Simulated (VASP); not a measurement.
A run of VASP 6.6.1 is set up as follows.

Contents of INCAR:

```
PREC = Accurate
ENCUT = 500
EDIFF = 1E-6
ISMEAR = -1
SIGMA = 0.08
LREAL = F
LASPH = T
NELM = 120
ALGO = Normal
ISIF = 2
LWAVE = F
LCHARG = F
GGA = PE
NBANDS = 12
GGA_COMPAT = F
```

KPOINTS

```
regular mesh
0
Gamma
  14 14 14
```

POSCAR

```
Ta
1.0
    2.2073156731      0.0000000000      0.0000000000
    0.0000000000      2.2073156731      0.0000000000
    0.0000000000      0.0000000000      2.2073156731
Ta
1
Direct
    0.0000000000      0.0000000000      0.0000000000
```

Potentials or basis: VASP PAW PBE potentials, release 64 (Ta_pv).

Run with:

```console
$ cat potpaw_PBE.64/Ta_pv/POTCAR > POTCAR
$ mpirun -np 1 vasp_std > vasp.out
```

**Question.** What does it give for the pressure?

**Answer.** 349.1 GPa.
